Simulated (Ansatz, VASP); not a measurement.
**BaO: VASP beside Ansatz**

File INCAR:

```
SYSTEM = BaO
  ALGO = Normal
  EDIFF = 1E-6
  ENCUT = 600
  GGA = PE
  GGA_COMPAT = .FALSE.
  ISIF = 2
  ISMEAR = 0
  LASPH = .TRUE.
  LCHARG = .FALSE.
  LREAL = .FALSE.
  LWAVE = .FALSE.
  NBANDS = 15
  NELM = 120
  PREC = Accurate
  SIGMA = 0.02
```

The input KPOINTS:

```
k-points
0
G
  8 8 8
  0 0 0
```

The input POSCAR:

```
BaO
1.0
    0.0000000000      2.6675275000      2.6262775000
    2.6262775000      0.0000000000      2.6262775000
    2.6262775000      2.6675275000      0.0000000000
Ba O
1 1
Direct
    0.0000000000      0.0000000000      0.0000000000
    0.5000000000      0.5000000000      0.5000000000
```

Input for Ansatz:

```yaml
crystal:
  lattice:
    - [0.0, 2.6675275, 2.6262775]
    - [2.6262775, 0.0, 2.6262775]
    - [2.6262775, 2.6675275, 0.0]
  atoms:
    - { symbol: Ba, position: [0.0, 0.0, 0.0] }
    - { symbol: O, position: [0.5, 0.5, 0.5] }
basis:
  ecutwfc: 420
kpoints:
  mp_grid: { grid: [8, 8, 8] }
hamiltonian:
  xc: pbe
scf:
  occupations: { method: gaussian, width: 0.02 }
output:
  forces: true
  stress: true
  eigenvalues: true
```

Alike in both runs: task single point; functional PBE; k mesh 8 × 8 × 8; occupations gaussian, width 0.02 eV; no spin polarisation.

```csv
,VASP,Ansatz
version,VASP 6.6.1,Ansatz 0.2.0
potentials or method,"VASP PAW PBE potentials, release 64 (Ba_sv, O), cutoff 600 eV","scalar-relativistic, plane waves, PAW"
valence electrons in the cell,16,16
```

```csv
,VASP,Ansatz,Ansatz less VASP
gap on the k mesh at the Fermi level (eV),1.29,1.39,+0.093
least direct gap on the mesh (eV),1.29,1.39,+0.093
pressure (GPa),19.3,16.3,-2.98
"traceless stress, the component that is largest in VASP (GPa)",-2.19,-1.78,+0.414
```

The functional is the same, so the differences come from potentials, cutoffs and numerics.

Spin-orbit coupling is off throughout.
